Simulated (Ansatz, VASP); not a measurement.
# PbF2: VASP beside Ansatz

File INCAR:

```
PREC     = Accurate       # precision mode
ENCUT    = 520            # plane-wave cutoff, eV
EDIFF    = 1E-6           # SCF threshold, eV
ISMEAR   = 0              # smearing method
SIGMA    = 0.05           # smearing width, eV
LREAL    = False          # projectors in reciprocal space
LASPH    = True           # aspherical terms in the spheres
NELM     = 60             # most SCF steps
ALGO     = Normal         # electronic algorithm
ISIF     = 2              # what is computed and relaxed
LWAVE    = False          # write WAVECAR
LCHARG   = True           # write CHGCAR
GGA      = PE             # functional
LELF     = True           # ELF
LVHAR    = True         
NBANDS   = 21             # bands
```

File KPOINTS:

```
Automatic mesh
0
Gamma
  6 6 6
```

POSCAR

```
PbF2
1.0
    0.0000000000      2.9797152037      2.9797152037
    2.9797152037      0.0000000000      2.9797152037
    2.9797152037      2.9797152037      0.0000000000
Pb F
1 2
Direct
    0.0000000000      0.0000000000      0.0000000000
    0.2500000000      0.2500000000      0.2500000000
    0.7500000000      0.7500000000      0.7500000000
```

Input for Ansatz:

```yaml
crystal:
  lattice:
    - [0.0, 2.9797152037, 2.9797152037]
    - [2.9797152037, 0.0, 2.9797152037]
    - [2.9797152037, 2.9797152037, 0.0]
  atoms:
    - { symbol: Pb, position: [0.0, 0.0, 0.0] }
    - { symbol: F, position: [0.25, 0.25, 0.25] }
    - { symbol: F, position: [0.75, 0.75, 0.75] }
basis:
  ecutwfc: 420
  ecutrho_ratio: 4
kpoints:
  mp_grid: { grid: [6, 6, 6] }
hamiltonian:
  xc: pbe
scf:
  occupations: { method: gaussian, width: 0.05 }
output:
  forces: true
  stress: true
  eigenvalues: true
```

Alike in both runs: task single point; functional PBE; k mesh 6 × 6 × 6; occupations gaussian, width 0.05 eV; no spin polarisation.

|  | VASP | Ansatz |
| --- | --- | --- |
| version | VASP 6.6.1 | Ansatz 0.2.0 |
| potentials or method | VASP PAW PBE potentials, release 64 (Pb_d, F), cutoff 520 eV | scalar-relativistic, plane waves, PAW |
| valence electrons in the cell | 28 | 28 |

```tsv
	VASP	Ansatz	Ansatz less VASP
gap on the k mesh at the Fermi level (eV)	4.44	4.44	+0.004
least direct gap on the mesh (eV)	4.56	4.57	+0.002
pressure (GPa)	1.2	1.4	+0.20
```

Neither program's run includes spin-orbit coupling.
